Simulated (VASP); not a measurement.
Here is a VASP 6.6.1 calculation.

Contents of INCAR:

```
SYSTEM = Al
PREC     = Accurate       ! precision mode
ENCUT    = 520            ! plane-wave cutoff, eV
EDIFF    = 1E-8           ! SCF threshold, eV
ISMEAR   = -1             ! smearing method
SIGMA    = 0.05           ! smearing width, eV
LREAL    = .False.        ! projectors in reciprocal space
LASPH    = .True.         ! aspherical terms in the spheres
NELM     = 80             ! most SCF steps
ALGO     = Normal         ! electronic algorithm
ISIF     = 2              ! what is computed and relaxed
LWAVE    = .False.        ! write WAVECAR
LCHARG   = .False.        ! write CHGCAR
GGA      = PE             ! functional
LEFG     = .True.       
NBANDS   = 8              ! bands
```

File KPOINTS:

```
regular mesh
0
Gamma
  14 14 14
  0 0 0
```

POSCAR

```
Al
1.0
   -0.0303597000      2.0088001500      2.0088001500
    2.0088001500     -0.0303597000      2.0088001500
    2.0088001500      2.0088001500     -0.0303597000
Al
1
Direct
    0.0000000000      0.0000000000      0.0000000000
```

Potentials or basis: VASP PAW PBE potentials, release 64 (Al).

The run is started by

```sh
$ cat potpaw_PBE.64/Al/POTCAR > POTCAR
$ mpirun -np 1 vasp_std > vasp.out
```

**Question.** What does it give for the pressure?

**Answer.** -0.6 GPa.

Electric field gradients, principal values (V/Å²):
```
atom  least  middle  greatest (by size)
1 Al  0.953   0.953              -1.907
```

Caveat: the cell differs from its parent crystal (equal xy, yz and zx shear strains of -1.5 %); without QUAD_EFG the Cq values of the log hold for a quadrupole moment of 1 mb, not for the nuclei.
